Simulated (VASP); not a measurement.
Wanted: the native input for a VASP 6.6.1 run.

```
Task                   : single point
Functional             : PBE
Potentials or basis    : VASP PAW PBE potentials, release 64 (Mg)
Cutoff                 : 520 eV
k mesh                 : 12 × 12 × 7
Occupations            : fermi-dirac, width 0.08 eV
Spin                   : no spin polarisation
Dipole correction      : no
Further INCAR settings : ALGO = Normal; EDIFF = 1e-06; NBANDS = 9
```

The structure of Mg lies in POSCAR:

```
Mg
1.0
    3.2199336425      0.0000000000      0.0000000000
   -1.6099668212      2.7885443329      0.0000000000
    0.0000000000      0.0000000000      5.2276401936
Mg
2
Direct
    0.3333333333      0.6666666667      0.2500000000
    0.6666666667      0.3333333333      0.7500000000
```

This cell differs from its parent crystal: volume scaled by 1.01.

One way to write it, as run:

INCAR

```
SYSTEM = Mg
PREC = Accurate
ENCUT = 520
EDIFF = 1E-6
ISMEAR = -1
SIGMA = 0.08
LREAL = .False.
LASPH = .True.
NELM = 100
ALGO = Normal
ISIF = 2
LWAVE = .False.
LCHARG = .True.
GGA = PE
LELF = .True.
LVHAR = .True.
NBANDS = 9
```

KPOINTS

```
regular mesh
0
Gamma
  12 12 7
  0 0 0
```

Potentials or basis: VASP PAW PBE potentials, release 64 (Mg).

Command:

```sh
$ cat potpaw_PBE.64/Mg/POTCAR > POTCAR
$ mpirun -np 1 vasp_std > vasp.out
```

Results of the run:

| Property | Result |
| --- | --- |
| Pressure | -0.9 GPa |
| Band gap on the k mesh | zero (band 2 reaches 3.51 eV, above the bottom of band 3 at 1.28 eV) |

Wall time 11 s on 1 thread of Intel(R) Xeon(R) Platinum 8488C (Sapphire Rapids), on a shared host, peak memory 0.17 GiB.
